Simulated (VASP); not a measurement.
Set up this calculation in VASP 6.6.1, as the native input.

```yaml
Task: single point
Functional: PBEsol
Potentials_or_basis: VASP PAW PBE potentials, release 64 (Ba_sv, Ti_sv, O)
Cutoff: 520 eV
k_mesh: 6 × 6 × 6
Occupations: gaussian, width 0.02 eV
Spin: no spin polarisation
Dipole_correction: no
Further_INCAR_settings: LREAL = Auto; ALGO = Normal; EDIFF = 1e-07; NBANDS = 87
```

The structure of Ba3TiO5 lies in POSCAR:

```
Ba3TiO5
1.0
   -3.4783863949      3.4783863949      5.7933026674
    3.4783863949     -3.4783863949      5.7933026674
    3.4783863949      3.4783863949     -5.7933026674
Ba Ti O
6 2 10
Direct
    0.2500000000      0.2500000000      0.0000000000
    0.7500000000      0.7500000000      0.0000000000
    0.1725483325      0.6725483325      0.8450966650
    0.8274516675      0.3274516675      0.1549033350
    0.6725483325      0.8274516675      0.5000000000
    0.3274516675      0.1725483325      0.5000000000
    0.7500000000      0.2500000000      0.5000000000
    0.2500000000      0.7500000000      0.5000000000
    0.8021841183      0.3021841183      0.7907722946
    0.1978158817      0.6978158817      0.2092277054
    0.5114118236      0.0114118236      0.2092277054
    0.3021841183      0.5114118236      0.5000000000
    0.9885881764      0.1978158817      0.5000000000
    0.4885881764      0.9885881764      0.7907722946
    0.6978158817      0.4885881764      0.5000000000
    0.0114118236      0.8021841183      0.5000000000
    0.0000000000      0.0000000000      0.0000000000
    0.5000000000      0.5000000000      0.0000000000
```

These files were run (other wordings do the same):

INCAR

```
ALGO = Normal ; EDIFF = 1E-7
ENCUT = 520 ; GGA = PS
ISIF = 2 ; ISMEAR = 0
LASPH = True ; LCHARG = True
LELF = True ; LREAL = Auto
LVHAR = True ; LWAVE = False
NBANDS = 87 ; NELM = 80
PREC = Accurate ; SIGMA = 0.02
```

KPOINTS

```
k-points
0
Gamma
  6 6 6
```

Potentials or basis: VASP PAW PBE potentials, release 64 (Ba_sv, Ti_sv, O).

Launch:

```bash
$ cat potpaw_PBE.64/Ba_sv/POTCAR potpaw_PBE.64/Ti_sv/POTCAR potpaw_PBE.64/O/POTCAR > POTCAR
$ mpirun -np 1 vasp_std > vasp.out
```

Results of the run:

```
Pressure               : 11.3 GPa
Largest force          : 0.185 eV/Å
Band gap on the k mesh : 2.45 eV (least direct gap 2.47 eV)
```

Caveat: the cell stands under pressure; the PAW data sets were made with another functional, which shifts forces and pressure a little; spin-orbit coupling is left out, which moves the levels of the heavy elements.

Run time: 32 min on 1 thread of Intel(R) Xeon(R) Platinum 8488C (Sapphire Rapids) (shared host), peak memory 0.77 GiB.
